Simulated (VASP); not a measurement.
A run of VASP 6.6.1:

File INCAR:

```
SYSTEM = AlNi
PREC = Accurate ; ENCUT = 600
EDIFF = 1E-6 ; ISMEAR = 0
SIGMA = 0.1 ; LREAL = .FALSE.
LASPH = .TRUE. ; NELM = 120
ALGO = Normal ; ISIF = 2
LWAVE = .FALSE. ; LCHARG = .FALSE.
GGA = PS ; NBANDS = 14
GGA_COMPAT = .FALSE.
```

File KPOINTS:

```
Automatic mesh
0
G
  14 14 14
  0 0 0
```

File POSCAR:

```
AlNi
1.0
    2.8479468879      0.0000000000      0.0000000000
    0.0000000000      2.8479468879      0.0000000000
    0.0000000000      0.0000000000      2.8981029749
Al Ni
1 1
Direct
    0.0000000000      0.0000000000      0.0000000000
    0.5000000000      0.5000000000      0.5000000000
```

Potentials or basis: VASP PAW PBE potentials, release 64 (Al, Ni).

The run is started by

```bash
$ cat potpaw_PBE.64/Al/POTCAR potpaw_PBE.64/Ni/POTCAR > POTCAR
$ mpirun -np 1 vasp_std > vasp.out
```

Hardware: 1 thread of Intel Xeon 8259CL (shared host).

Task: Estimate the wall time of this run.

Result: Wall time 82 s on 1 thread of Intel Xeon 8259CL (shared host), peak memory 0.24 GiB. Counts: scf iterations 12, k points 288.
